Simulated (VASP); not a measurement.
# Ag: single point with PBEsol

Ag:

```xyz
2
Lattice="2.2721 0.0000 0.0000 -1.1360 1.9677 0.0000 0.0000 0.0000 3.7287" Properties=species:S:1:pos:R:3 pbc="T T T"
Ag    0.0000    1.3118    0.9322
Ag    1.1360    0.6559    2.7966
```

This isn't the form of Ag at room conditions, which is fcc.

| Property | Result |
| --- | --- |
| Program | VASP 6.6.1 |
| Task | single point |
| Functional | PBEsol |
| Potentials or basis | VASP PAW PBE potentials, release 64 (Ag) |
| Cutoff | 520 eV |
| k mesh | 15 × 15 × 8 |
| Occupations | fermi-dirac, width 0.05 eV |
| Spin | no spin polarisation |
| Dipole correction | no |
| Further INCAR settings | ALGO = Normal; EDIFF = 1e-06; NBANDS = 18 |

```json
{
  "Pressure": "545.5 GPa",
  "Band gap on the k mesh": "zero (bands 11 and 12 overlap by 12.79 eV)"
}
```

Stress tensor (GPa, compression positive):
```
545.26   0.00   0.00
  0.00 545.26   0.00
  0.00   0.00 545.88
```

Levels at points of the mesh, in eV from the Fermi level:
```csv
k point,band 8,band 9,band 10,band 11,band 12,band 13,band 14,band 15
"(0.00, 0.00, 0.00)",-8.16,-8.16,-4.85,-4.85,-3.52,9.10,13.89,16.53
"(0.00, 0.00, 0.50)",-9.82,-5.78,-5.78,-5.78,-5.78,13.25,13.25,18.51
```

Wall time 43 s on 1 thread of Intel Xeon 8259CL, on a shared host, peak memory 0.15 GiB.

Caveat: the cell stands under pressure; the PAW data sets were made with another functional, which shifts forces and pressure a little.
